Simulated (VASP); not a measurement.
# TaN (P6/mmm) in VASP: a series of runs

The runs below take TaN through single point, with r2SCAN.

Everything below comes from runs of VASP 6.6.1. Logs are shortened: lines on timing, memory, paths and dates and some standing lists are left out, and cuts for length are marked.

## (1) The cell of the first run

Symmetry: P6/mmm, No. 191, hexagonal system. The conventional cell has a = 5.172 Å, b = 5.172 Å, c = 2.891 Å, α = 90.00°, β = 90.00°, γ = 120.00°. Within 3.4 Å of Ta (site symmetry 6/mmm) lie 6 N at 2.59 Å and 14 Ta at 2.89 to 3.32 Å. Ta (site symmetry -6m2) has 6 N at 2.08 Å and 5 Ta at 2.89 to 2.99 Å within 3.0 Å. Within 2.9 Å of N (site symmetry mmm) lie 6 Ta at 2.08 to 2.59 Å and 6 N at 2.59 to 2.89 Å.

## (2) Single point, r2SCAN (11.16 Å³/atom)

Input file POSCAR:

```
TaN
1.0
    5.1722519946      0.0000000000      0.0000000000
   -2.5861259973      4.4793016221      0.0000000000
    0.0000000000      0.0000000000      2.8911774026
Ta N
3 3
Direct
    0.0000000000      0.0000000000      0.0000000000
    0.3333333333      0.6666666667      0.5000000000
    0.6666666667      0.3333333333      0.5000000000
    0.5000000000      0.0000000000      0.0000000000
    0.5000000000      0.5000000000      0.0000000000
    0.0000000000      0.5000000000      0.0000000000
```

Input file INCAR.step1:

```
PREC     = Accurate       # precision mode
ENCUT    = 520            # plane-wave cutoff, eV
ISMEAR   = 0              # smearing method
SIGMA    = 0.1            # smearing width, eV
LREAL    = F              # projectors in reciprocal space
LASPH    = T              # aspherical terms in the spheres
NELM     = 80             # most SCF steps
NBANDS   = 33             # bands
GGA      = PE             # functional
ALGO     = Normal         # electronic algorithm
EDIFF    = 1E-4           # SCF threshold, eV
LWAVE    = T              # write WAVECAR
LCHARG   = F              # write CHGCAR
```

Input file INCAR.step2:

```
PREC     = Accurate       # precision mode
ENCUT    = 520            # plane-wave cutoff, eV
EDIFF    = 1E-6           # SCF threshold, eV
ISMEAR   = 0              # smearing method
SIGMA    = 0.1            # smearing width, eV
LREAL    = F              # projectors in reciprocal space
LASPH    = T              # aspherical terms in the spheres
NELM     = 80             # most SCF steps
ALGO     = Normal         # electronic algorithm
ISIF     = 2              # what is computed and relaxed
LWAVE    = F              # write WAVECAR
LCHARG   = F              # write CHGCAR
METAGGA  = R2SCAN         # meta-GGA
LMIXTAU  = T            
NBANDS   = 33             # bands
ISTART   = 1
```

Input file KPOINTS:

```
regular mesh
0
Gamma
  9 9 12
```

Potentials or basis: VASP PAW PBE potentials, release 64 (Ta_pv, N).

Command:

```sh
$ cat potpaw_PBE.64/Ta_pv/POTCAR potpaw_PBE.64/N/POTCAR > POTCAR
$ cp INCAR.step1 INCAR
$ mpirun -np 1 vasp_std > vasp.out
$ cp INCAR.step2 INCAR
$ mpirun -np 1 vasp_std > vasp.out
```

OUTCAR:

```text
PREC = Accurate
   ENCUT = 520
   EDIFF = 1E-6
   ISMEAR = 0
   LREAL = F
   LASPH = T
   NELM = 80
   ISIF = 2
   METAGGA = R2SCAN
   ISTART = 1

 ion  position               nearest neighbor table
   1  0.000  0.000  0.000-   4 2.59   4 2.59   6 2.59   6 2.59   5 2.59   5 2.59   3 3.32   3 3.32
                             2 3.32   2 3.32   2 3.32   3 3.32   2 3.32   3 3.32   2 3.32   3 3.32
   2  0.333  0.667  0.500-   6 2.08   6 2.08   4 2.08   4 2.08   5 2.08   5 2.08   3 2.99   3 2.99
                             3 2.99   1 3.32   1 3.32   1 3.32   1 3.32   1 3.32   1 3.32
   3  0.667  0.333  0.500-   6 2.08   6 2.08   4 2.08   4 2.08   5 2.08   5 2.08   2 2.99   2 2.99
                             2 2.99   1 3.32   1 3.32   1 3.32   1 3.32   1 3.32   1 3.32
   4  0.500  0.000  0.000-   2 2.08   3 2.08   2 2.08   3 2.08   1 2.59   1 2.59
   5  0.500  0.500  0.000-   2 2.08   3 2.08   2 2.08   3 2.08   1 2.59   1 2.59
   6  0.000  0.500  0.000-   2 2.08   3 2.08   2 2.08   3 2.08   1 2.59   1 2.59

  LATTYP: Found a hexagonal cell.
 ALAT       =     5.1722519946
 C/A-ratio  =     0.5589784499

  Lattice vectors:

 A1 = (   5.1722519946,   0.0000000000,   0.0000000000)
 A2 = (  -2.5861259973,   4.4793016221,   0.0000000000)
 A3 = (   0.0000000000,   0.0000000000,   2.8911774026)

Analysis of symmetry for initial positions (statically):
=====================================================================
 Subroutine PRICEL returns:
 Original cell was already a primitive cell.

 Routine SETGRP: Setting up the symmetry group for a
 hexagonal supercell.

 Subroutine GETGRP returns: Found 24 space group operations
 (whereof 24 operations were pure point group operations)
 out of a pool of 24 trial point group operations.

The static configuration has the point symmetry D_6h.

Analysis of symmetry for dynamics (positions and initial velocities):
=====================================================================
 Subroutine PRICEL returns:
 Original cell was already a primitive cell.

 Routine SETGRP: Setting up the symmetry group for a
 hexagonal supercell.

 Subroutine GETGRP returns: Found 24 space group operations
 (whereof 24 operations were pure point group operations)
 out of a pool of 24 trial point group operations.

The dynamic configuration has the point symmetry D_6h.

 Subroutine INISYM returns: Found 24 space group operations
 (whereof 24 operations are pure point group operations),
 and found     1 'primitive' translations

----------------------------------------------------------------------------------------

                                     Primitive cell

  volume of cell :      66.9830

  direct lattice vectors                    reciprocal lattice vectors
     5.172251995  0.000000000  0.000000000     0.193339381  0.111624544  0.000000000
    -2.586125997  4.479301622  0.000000000     0.000000000  0.223249088  0.000000000
     0.000000000  0.000000000  2.891177403     0.000000000  0.000000000  0.345879848

  length of vectors
     5.172251995  5.172251995  2.891177403     0.223249088  0.223249088  0.345879848

  position of ions in fractional coordinates (direct lattice)
     0.000000000  0.000000000  0.000000000
     0.333333333  0.666666667  0.500000000
     0.666666667  0.333333333  0.500000000
     0.500000000  0.000000000  0.000000000
     0.500000000  0.500000000  0.000000000
     0.000000000  0.500000000  0.000000000

  ion indices of the primitive-cell ions
   primitive index   ion index
                 1           1
                 2           2
                 3           3
                 4           4
                 5           5
                 6           6

----------------------------------------------------------------------------------------

 KPOINTS: regular mesh

Automatic generation of k-mesh.
 Grid dimensions read from file:
 generate k-points for:    9    9   12

 Generating k-lattice:

  Cartesian coordinates                     Fractional coordinates (reciprocal lattice)
     0.021482153  0.012402727  0.000000000     0.111111111 -0.000000000  0.000000000
     0.000000000  0.024805454  0.000000000     0.000000000  0.111111111  0.000000000
     0.000000000  0.000000000  0.028823321     0.000000000  0.000000000  0.083333333

  Length of vectors
     0.024805454  0.024805454  0.028823321

  Shift w.r.t. Gamma in fractional coordinates (k-lattice)
     0.000000000  0.000000000  0.000000000

 Subroutine IBZKPT returns following result:
 ===========================================

 Found     84 irreducible k-points:

 Following reciprocal coordinates:
            Coordinates               Weight
  0.000000  0.000000  0.000000      1.000000
  0.111111  0.000000  0.000000      6.000000
  0.222222  0.000000  0.000000      6.000000
  0.333333  0.000000  0.000000      6.000000
  0.444444  0.000000  0.000000      6.000000
  0.111111  0.111111  0.000000      6.000000
[... 16 lines left out ...]
  0.333333  0.222222  0.083333     24.000000
  0.333333  0.333333  0.083333      4.000000
 [... further k-points ...]
   k-points           NKPTS =     84   k-points in BZ     NKDIM =     84   number of bands    NBANDS=     33
   number of dos      NEDOS =    301   number of ions     NIONS =      6
   total plane-waves  NPLWV =  38400
   dimension x,y,z NGX =    40 NGY =   40 NGZ =   24
   dimension x,y,z NGXF=    80 NGYF=   80 NGZF=   48
   ions per type =               3   3
   NGX,Y,Z   is equivalent  to a cutoff of  12.86, 12.86, 13.80 a.u.
   NGXF,Y,Z  is equivalent  to a cutoff of  25.71, 25.71, 27.60 a.u.
 SYSTEM =  unknown system
   PREC   = accura    normal or accurate (medium, high low for compatibility)
   ISTART =      1    job   : 0-new  1-cont  2-samecut
   ICHARG =      0    charge: 1-file 2-atom 10-const
   ISPIN  =      1    spin polarized calculation?
   LNONCOLLINEAR =      F non collinear calculations
   LSORBIT =      F    spin-orbit coupling
   LASPH  =      T    aspherical Exc in radial PAW
   ENCUT  =  520.0 eV  38.22 Ry    6.18 a.u.   9.62  9.62  5.38*2*pi/ulx,y,z
   NELM   =     80;   NELMIN=  2; NELMDL=  0     # of ELM steps
   EDIFF  = 0.1E-05   stopping-criterion for ELM
   LREAL  =      F    real-space projection
   EDIFFG = 0.1E-04   stopping-criterion for IOM
   NSW    =      0    number of steps for IOM
   IBRION =     -1    ionic relax: 0-MD 1-quasi-New 2-CG
   NFREE  =      0    steps in history (QN), initial steepest desc. (CG)
   ISIF   =      2    stress and relaxation
   ISYM   =      2    0-nonsym 1-usesym 2-fastsym
   POTIM  = 0.5000    time-step for ionic-motion
   TEBEG  =    0.0;   TEEND  =   0.0 temperature during run
   PSTRESS=    0.0 pullay stress
   NELECT =      48.0000    total number of electrons
   NUPDOWN=      -1.0000    fix difference up-down
   EMIN   =  10.00;   EMAX   =-10.00  energy-range for DOS
   EFERMI =   0.00;   METHOD = LEGACY
   ISMEAR =     0;   SIGMA  =   0.10  broadening in eV -4-tet -1-fermi 0-gaus
   EFERMI_NEDOS =   21; number of points for ismear=-14 and -15
   IALGO  =     38    algorithm
   IMIX   =      4    mixing-type and parameters
     AMIX     =   0.40;   BMIX     =  1.00
     AMIX_MAG =   1.60;   BMIX_MAG =  1.00
  volume/ion in A,a.u.               =      11.16        75.34
  Fermi-wavevector in a.u.,A,eV,Ry     =   1.464987  2.768423 29.200632  2.146186
  Thomas-Fermi vector in A             =   2.580897
   LORBIT       =      0    0 simple, 1 ext, 2 COOP (PROOUT), +10 PAW based schemes
   METAGGA = R2SCAN    functional components
   LHFCALC =     F    Hartree Fock is set to
   AEXX    =    0.0000 exact exchange contribution
   IVDW    =     0    specifies the selected vdW correction
   LEPSILON=     F    determine dielectric tensor
   LRPA    =     F    only Hartree local field effects (RPA)
 non-spin polarized calculation
 Gauss-broadening in eV      SIGMA  =   0.10
  energy-cutoff  :      520.00
  volume of cell :       66.98
 maximum number of plane-waves:      1830
 NGX is ok and might be reduce to    40
   NGX = 19   NGY = 19   NGZ = 11

 number of electron      47.9999996 magnetization

 Free energy of the ion-electron system (eV)
  ---------------------------------------------------
  ext. energy  EPLUGINS =         0.00000000
  ---------------------------------------------------
  free energy    TOTEN  =      -178.33166127 eV

  energy without entropy =     -178.32863470  energy(sigma->0) =     -178.33014798

 E-fermi :   8.4112     XC(G=0): -14.1254

 val. band max:        8.3920634708   @ k =   0.1111   0.0000   0.2500
 cond. band min:       8.4211708728   @ k =   0.2222   0.0000   0.4167
 fundamental gap:      0.0291074019
 Fermi energy:         8.4111700740

 k-point     1 :       0.0000    0.0000    0.0000
  band No.  band energies     occupation
      1     -29.2612      2.00000
      2     -29.2612      2.00000
      3     -28.8313      2.00000
      4     -28.8313      2.00000
      5     -28.5933      2.00000
      6     -28.4463      2.00000
[... 25 lines left out ...]
     32      11.7722      0.00000
     33      11.7722      0.00000

 k-point     2 :       0.1111    0.0000    0.0000
  band No.  band energies     occupation
      1     -29.2712      2.00000
      2     -29.2557      2.00000
      3     -28.8239      2.00000
      4     -28.8182      2.00000
      5     -28.5892      2.00000
      6     -28.4612      2.00000
[... 25 lines left out ...]
     32      11.8258      0.00000
     33      12.0163      0.00000
[... 754 lines left out ...]
     32      11.7400      0.00000
     33      12.1273      0.00000

 k-point    24 :       0.3333    0.3333    0.0833
  band No.  band energies     occupation
      1     -29.2986      2.00000
      2     -29.0468      2.00000
      3     -29.0468      2.00000
      4     -28.7003      2.00000
      5     -28.5920      2.00000
      6     -28.5920      2.00000
[... 25 lines left out ...]
     32      11.9407      0.00000
     33      11.9407      0.00000

 [... further k-points ...]

------------------------ aborting loop because EDIFF is reached ----------------------------------------

  FORCE on cell =-STRESS in cart. coord.  units (eV):
  Direction    XX          YY          ZZ          XY          YZ          ZX
  --------------------------------------------------------------------------------------
  -------------------------------------------------------------------------------------
  Total        4.7897695      4.7897695      4.9121909      0.0000000     -0.0000000      0.0000000
  in kB      114.5672453    114.5672453    117.4954630      0.0000000     -0.0000000      0.0000000
  external PRESSURE =     115.5433179 kB  Pullay stress =       0.0000000 kB

 VOLUME and BASIS-vectors are now :
 -----------------------------------------------------------------------------
  energy-cutoff  :      520.00
  volume of cell :       66.98
      direct lattice vectors                 reciprocal lattice vectors
     5.172251995  0.000000000  0.000000000     0.193339381  0.111624544  0.000000000
    -2.586125997  4.479301622  0.000000000     0.000000000  0.223249088  0.000000000
     0.000000000  0.000000000  2.891177403     0.000000000  0.000000000  0.345879848

 POSITION                                       TOTAL-FORCE (eV/Angst)
 -----------------------------------------------------------------------------------
      0.00000      0.00000      0.00000         0.000000     -0.000000      0.000000
     -0.00000      2.98620      1.44559         0.000000     -0.000000      0.000000
      2.58613      1.49310      1.44559        -0.000000      0.000000      0.000000
      2.58613      0.00000      0.00000         0.000000     -0.000000      0.000000
      1.29306      2.23965      0.00000         0.000000     -0.000000      0.000000
     -1.29306      2.23965      0.00000         0.000000     -0.000000      0.000000
 -----------------------------------------------------------------------------------
    total drift:                               -0.000000      0.000000     -0.000000

  FREE ENERGIE OF THE ION-ELECTRON SYSTEM (eV)
  ---------------------------------------------------
  free  energy   TOTEN  =      -178.3316612652 eV

  energy  without entropy=     -178.3286346960  energy(sigma->0) =     -178.33014798
```

Run time: 9.9 min. Hardware: 1 thread of Intel Xeon 6975P-C (Granite Rapids), shared host; peak memory 0.29 GiB.

What came out:

```yaml
Free_energy: -178.3317 eV
Pressure: 11.6 GPa
Band_gap_on_the_k_mesh: zero (bands 24 and 25 overlap by 2.26 eV)
```

Stress tensor (GPa, compression positive):
```
11.46  0.00  0.00
 0.00 11.46  0.00
 0.00  0.00 11.75
```

Caveat: the cell stands under pressure; the PAW data sets were made with another functional, which shifts forces and pressure a little; spin-orbit coupling is left out, which moves the levels of the heavy elements.

## (3) Single point, r2SCAN (11.85 Å³/atom)

This run uses another cell than the first one, of 11.85 Å³/atom.

Changes to POSCAR since step 2:

```diff
@@ -2,5 +2,5 @@
 1.0
-    5.1722519946      0.0000000000      0.0000000000
-   -2.5861259973      4.4793016221      0.0000000000
-    0.0000000000      0.0000000000      2.8911774026
+    5.3052355036      0.0000000000      0.0000000000
+   -2.6526177518      4.5944687192      0.0000000000
+    0.0000000000      0.0000000000      2.9180333296
 Ta N
```

Input file INCAR.step1:

```
PREC = Accurate
ENCUT = 520
ISMEAR = 0
SIGMA = 0.1
LREAL = False
LASPH = True
NELM = 100
NBANDS = 33
GGA = PE
ALGO = Normal
EDIFF = 1E-4
LWAVE = True
LCHARG = False
```

Input file INCAR.step2:

```
PREC = Accurate
ENCUT = 520
EDIFF = 1E-6
ISMEAR = 0
SIGMA = 0.1
LREAL = False
LASPH = True
NELM = 100
ALGO = Normal
ISIF = 2
LWAVE = False
LCHARG = True
METAGGA = R2SCAN
LMIXTAU = True
LELF = True
LVHAR = True
NBANDS = 33
ISTART = 1
```

KPOINTS is that of step 2.

Potentials or basis: VASP PAW PBE potentials, release 64 (Ta_pv, N).

Command:

```sh
$ cat potpaw_PBE.64/Ta_pv/POTCAR potpaw_PBE.64/N/POTCAR > POTCAR
$ cp INCAR.step1 INCAR
$ mpirun -np 1 vasp_std > vasp.out
$ cp INCAR.step2 INCAR
$ mpirun -np 1 vasp_std > vasp.out
```

OUTCAR:

```text
PREC = Accurate
   ENCUT = 520
   EDIFF = 1E-6
   ISMEAR = 0
   LREAL = False
   LASPH = True
   NELM = 100
   ISIF = 2
   METAGGA = R2SCAN
   ISTART = 1

 ion  position               nearest neighbor table
   1  0.000  0.000  0.000-   4 2.65   4 2.65   6 2.65   6 2.65   5 2.65   5 2.65   3 3.39   3 3.39
                             2 3.39   2 3.39   2 3.39   3 3.39   2 3.39   3 3.39   2 3.39   3 3.39
   2  0.333  0.667  0.500-   6 2.12   6 2.12   4 2.12   4 2.12   5 2.12   5 2.12   3 3.06   3 3.06
                             3 3.06   1 3.39   1 3.39   1 3.39   1 3.39   1 3.39   1 3.39
   3  0.667  0.333  0.500-   6 2.12   6 2.12   4 2.12   4 2.12   5 2.12   5 2.12   2 3.06   2 3.06
                             2 3.06   1 3.39   1 3.39   1 3.39   1 3.39   1 3.39   1 3.39
   4  0.500  0.000  0.000-   2 2.12   3 2.12   2 2.12   3 2.12   1 2.65   1 2.65
   5  0.500  0.500  0.000-   2 2.12   3 2.12   2 2.12   3 2.12   1 2.65   1 2.65
   6  0.000  0.500  0.000-   2 2.12   3 2.12   2 2.12   3 2.12   1 2.65   1 2.65

  LATTYP: Found a hexagonal cell.
 ALAT       =     5.3052355036
 C/A-ratio  =     0.5500289907

  Lattice vectors:

 A1 = (   5.3052355036,   0.0000000000,   0.0000000000)
 A2 = (  -2.6526177518,   4.5944687192,   0.0000000000)
 A3 = (   0.0000000000,   0.0000000000,   2.9180333296)

Analysis of symmetry for initial positions (statically):
[... 192 lines left out ...]
      2     -29.9219      2.00000
      3     -29.5715      2.00000
      4     -29.5715      2.00000
      5     -29.3332      2.00000
      6     -29.2229      2.00000
[... 853 lines left out ...]
     32      10.9924      0.00000
     33      10.9924      0.00000

 [... further k-points ...]

------------------------ aborting loop because EDIFF is reached ----------------------------------------

  FORCE on cell =-STRESS in cart. coord.  units (eV):
  Direction    XX          YY          ZZ          XY          YZ          ZX
  --------------------------------------------------------------------------------------
  -------------------------------------------------------------------------------------
  Total       -3.0676996     -3.0676996     -2.9753825      0.0000000      0.0000000      0.0000000
  in kB      -69.1024108    -69.1024108    -67.0228929      0.0000000      0.0000000      0.0000000
  external PRESSURE =     -68.4092382 kB  Pullay stress =       0.0000000 kB

 VOLUME and BASIS-vectors are now :
 -----------------------------------------------------------------------------
  energy-cutoff  :      520.00
  volume of cell :       71.13
      direct lattice vectors                 reciprocal lattice vectors
     5.305235504  0.000000000  0.000000000     0.188493046  0.108826511  0.000000000
    -2.652617752  4.594468719  0.000000000     0.000000000  0.217653022  0.000000000
     0.000000000  0.000000000  2.918033330     0.000000000  0.000000000  0.342696565

 POSITION                                       TOTAL-FORCE (eV/Angst)
 -----------------------------------------------------------------------------------
      0.00000      0.00000      0.00000         0.000000      0.000000     -0.000000
     -0.00000      3.06298      1.45902         0.000000     -0.000000     -0.000000
      2.65262      1.53149      1.45902        -0.000000      0.000000      0.000000
      2.65262      0.00000      0.00000         0.000000      0.000000     -0.000000
      1.32631      2.29723      0.00000        -0.000000      0.000000     -0.000000
     -1.32631      2.29723      0.00000         0.000000      0.000000     -0.000000
 -----------------------------------------------------------------------------------
    total drift:                               -0.000000      0.000000     -0.000000

  FREE ENERGIE OF THE ION-ELECTRON SYSTEM (eV)
  ---------------------------------------------------
  free  energy   TOTEN  =      -178.3839712328 eV

  energy  without entropy=     -178.3816519980  energy(sigma->0) =     -178.38281162
```

Wall time 11 min (1 thread of Intel Xeon 6975P-C (Granite Rapids), shared host); peak memory 0.3 GiB.

What came out:

* Free energy: -178.3840 eV
* Pressure: -6.8 GPa
* Band gap on the k mesh: zero (bands 24 and 25 overlap by 2.16 eV)

Caveat: the cell stands under tension; the PAW data sets were made with another functional, which shifts forces and pressure a little; spin-orbit coupling is left out, which moves the levels of the heavy elements.

The gap in the log of VASP goes by the Fermi energy; the results here count the filled bands.